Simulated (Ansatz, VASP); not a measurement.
## Two plane-wave programs on ScAlN2

```
Sc Al N
1.0
     3.72870    0.00000    0.00000
    -1.86435    3.22915    0.00000
     0.00000    0.00000    6.30996
Sc Al N
1 1 2
Cartesian
  0.0000 0.0000 3.1550
  0.0000 0.0000 0.0000
  0.0000 2.1528 3.1550
  1.8643 1.0764 3.1550
```

Alike in both runs: functional PBE; k mesh 6 × 6 × 4; occupations gaussian, width 0.1 eV; no spin polarisation.

Ansatz relaxed the structure, and its values are those at the end. VASP's run is a single point on that final structure, the one shown.

|  | VASP | Ansatz |
| --- | --- | --- |
| version | VASP 6.6.1 | Ansatz 0.2.0 |
| potentials or method | VASP PAW PBE potentials, release 64 (Sc_sv, Al, N), cutoff 520 eV | scalar-relativistic, plane waves, PAW |
| valence electrons in the cell | 24 | 24 |

```csv
,VASP,Ansatz,Ansatz less VASP
gap on the k mesh at the Fermi level (eV),none,none,-
pressure (GPa),0.4,0.1,-0.31
```

A gap of «none» marks a metal or a gap that the smearing closes. The functional is the same, so the differences come from potentials, cutoffs and numerics.
